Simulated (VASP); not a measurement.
**Ga5N: single point with PBE**

Ga5N:

```xyz
6
Lattice="3.0496 0.0000 0.0000 -1.5248 2.6410 0.0000 0.0000 0.0000 12.2617" Properties=species:S:1:pos:R:3 pbc="T T T"
Ga    0.0000    0.0000   10.9583
Ga    1.5248    0.8803    8.5788
Ga    0.0000    0.0000    6.1309
Ga    1.5248    0.8803    3.6830
Ga    0.0000    0.0000    1.3035
N     1.5248    0.8803    0.0000
```

| Item | Value |
| --- | --- |
| Program | VASP 6.6.1 |
| Task | single point |
| Functional | PBE |
| Potentials or basis | VASP PAW PBE potentials, release 64 (Ga_d, N) |
| Cutoff | 520 eV |
| k mesh | 12 × 12 × 4 |
| Occupations | gaussian, width 0.1 eV |
| Spin | no spin polarisation |

The pressure is 0.2 GPa, the largest force is 0.040 eV/Å and the band gap on the k mesh is zero (band 35 reaches 7.90 eV, above the bottom of band 36 at 4.51 eV).

Forces in eV/Å, atoms in the order of the input:
```
Ga   0.000  0.000 -0.040
Ga   0.000  0.000 -0.002
Ga   0.000  0.000  0.000
Ga   0.000  0.000  0.002
Ga   0.000  0.000  0.040
N    0.000  0.000  0.000
```

Levels at points of the mesh, in eV from the Fermi level:
| k point | band 33 | band 34 | band 35 | band 36 | band 37 | band 38 |
| --- | --- | --- | --- | --- | --- | --- |
| (0.00, 0.00, 0.00) | -1.25 | -1.25 | 1.97 | 2.06 | 6.28 | 7.89 |
| (0.50, 0.00, 0.00) | -2.78 | -2.52 | -1.59 | -1.24 | 1.17 | 1.19 |
| (0.00, 0.00, 0.50) | -1.25 | -0.75 | -0.37 | 3.87 | 4.93 | 9.15 |
| (0.50, 0.00, 0.50) | -3.10 | -2.52 | -1.47 | -0.69 | 0.43 | 0.99 |

It took 3.6 min on 1 thread of Intel(R) Xeon(R) Platinum 8259CL CPU @ 2.50GHz (Skylake/Cascade Lake), on a shared host, peak memory 0.34 GiB.
